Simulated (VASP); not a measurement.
Runs of VASP 6.6.1 on Ge. It takes space group P-3m1 (No. 164, trigonal). The conventional cell has a = 4.090 Å, b = 4.090 Å, c = 3.327 Å, α = 90.00°, β = 90.00°, γ = 120.00°. Within 3.4 Å of Ge (site symmetry 3m) lie 8 Ge at 2.54 to 3.36 Å. 

```tsv
level	k mesh	cutoff (eV)	share of exact exchange	screening parameter	gap on the mesh (eV)	pressure (GPa)	largest force (eV/Å)
r2SCAN0	4 × 4 × 4	520	0.25	-	none	-4.4	0.54
r2SCAN0	4 × 4 × 5	520	0.25	-	none	-5.2	0.16
HSE06	4 × 4 × 5	520	0.25	0.2079 1/Å	none	-3.7	0.02
B3LYP	4 × 4 × 4	410	0.2	-	none	(a)	0.47
```

Alike in all rows: task single point; potentials or basis VASP PAW PBE potentials, release 64 (Ge_d); no spin polarisation; cell as given; smearing fermi-dirac 0.05 eV.

Fill in the values left out.

(a) 0.3.

Caveats: all runs use coarse meshes; the PAW data sets were made with another functional, which shifts forces and pressure a little.

A k mesh can miss the band edges, and the runs leave out spin-orbit coupling on Ge.

A gap of «none» marks levels without a gap at the run's occupations.
